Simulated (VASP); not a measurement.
NaPd:

```
Na Pd
1.0
     1.87106   -4.93681    0.00000
     1.87106    4.93681    0.00000
     0.00000    0.00000    3.71683
Na Pd
2 2
Direct
  0.85400 0.14600 0.75000
  0.14600 0.85400 0.25000
  0.55000 0.45000 0.75000
  0.45000 0.55000 0.25000
```

| Property | Result |
| --- | --- |
| Program | VASP 6.6.1 |
| Task | relaxation of cell and atoms |
| Functional | PBE |
| Potentials or basis | VASP PAW PBE potentials, release 64 (Na_pv, Pd) |
| Cutoff | 600 eV |
| k mesh | 6 × 6 × 6 |
| Occupations | gaussian, width 0.1 eV |
| Spin | no spin polarisation |

At the start: pressure 39.7 GPa; volume 17.17 Å³/atom.

Question: Where does the relaxation end?

Answer: Over 29 steps the energy falls by 964.8 meV/atom and the volume is 19.42 Å³/atom (+13.1 %); space group Cmcm (No. 63, to 0.1 Å) before and after.

The path:
```
step  energy change (eV)  largest force (eV/Å)  pressure (GPa)  volume (Å³)
   1              0.0000                7.2365           39.67        68.67
   2             -2.3536                0.8063           -5.84       118.24
   3             -3.4205                0.1372           -0.66        90.53
   4             -3.4221                0.1277           -0.41        90.06
   5             -3.4224                0.1178           -0.14        89.60
   6             -3.4283                0.0896           -0.06        89.25
   7             -3.4442                0.0318            0.15        88.19
   8             -3.4685                0.2336            0.68        85.99
   9             -3.3994                0.8796            2.87        81.28
  10             -3.4719                0.2912            0.84        85.44
  11             -3.4750                0.3039            0.81        85.39
  12             -3.4838                0.3427            0.73        85.23
  13             -3.4987                0.4236            0.60        84.87
  14             -3.5137                0.5995            0.49        84.04
  15             -3.5400                0.5986            0.12        84.07
  16             -3.6039                0.5893           -0.78        83.99
  17             -3.6189                0.5369           -1.33        83.03
  18             -3.6377                0.5686           -1.30        83.68
  19             -3.6921                0.5061           -1.03        82.29
  20             -3.7566                0.3927            0.06        79.09
  21             -3.7589                0.3729            0.41        78.30
  22             -3.7828                0.3003            0.06        78.58
  23             -3.8228                0.2240           -0.78        79.40
  24             -3.8261                0.2283           -1.01        79.69
  25             -3.8434                0.0926            0.27        77.53
  26             -3.8437                0.0699            0.47        77.20
  27             -3.8546                0.0491            0.22        77.40
  28             -3.8573                0.0318            0.04        77.54
  29             -3.8591                0.0300           -0.03        77.68
```

Final structure:
```cif
data_structure
_symmetry_space_group_name_H-M 'P 1'
_symmetry_Int_Tables_number 1
_cell_length_a 5.7464
_cell_length_b 5.7464
_cell_length_c 4.7958
_cell_angle_alpha 90.000
_cell_angle_beta 90.000
_cell_angle_gamma 150.623
_cell_volume 77.68
loop_
_atom_site_label
_atom_site_type_symbol
_atom_site_fract_x
_atom_site_fract_y
_atom_site_fract_z
_atom_site_occupancy
Na1 Na 0.83275 0.16725 0.75000 1
Na2 Na 0.16725 0.83275 0.25000 1
Pd1 Pd 0.55929 0.44071 0.75000 1
Pd2 Pd 0.44071 0.55929 0.25000 1
```

Caveat: a cell axis changed by over 15 % at a fixed basis, so the end point is rough.
